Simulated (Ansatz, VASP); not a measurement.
# CuO: VASP beside Ansatz

```
Cu O
1.0
     1.50003    0.86604    2.45016
    -1.50003    0.86604    2.45016
     0.00000   -1.73209    2.45016
Cu O
1 1
Direct
  0.50000 0.50000 0.50000
  0.00000 0.00000 0.00000
```

Alike in both runs: functional PBE; k mesh 9 × 9 × 9; occupations gaussian, width 0.1 eV; collinear spin.

Ansatz relaxed the structure, and its values are those at the end. VASP's run is a single point on that final structure, the one shown.

```csv
,VASP,Ansatz
version,VASP 6.6.1,Ansatz 0.2.0
potentials or method,"VASP PAW PBE potentials, release 64 (Cu, O), cutoff 520 eV","scalar-relativistic, plane waves, PAW"
valence electrons in the cell,17,25
```

|  | VASP | Ansatz | Ansatz less VASP |
| --- | --- | --- | --- |
| gap on the k mesh at the Fermi level (eV) | none | none | - |
| pressure (GPa) | 0.3 | 0.0 | -0.22 |
| net moment per atom (μB) | 0.00 | 0.00 | 0.000 |

A gap of «none» marks a metal or a gap that the smearing closes. With one functional, cell and mesh, what is left measures potentials, basis and numerics. VASP's potentials hold 17 valence electrons a cell and Ansatz's 25, so a difference there can come from the potentials and not from the codes. Ansatz's warnings: seeded moment not kept.
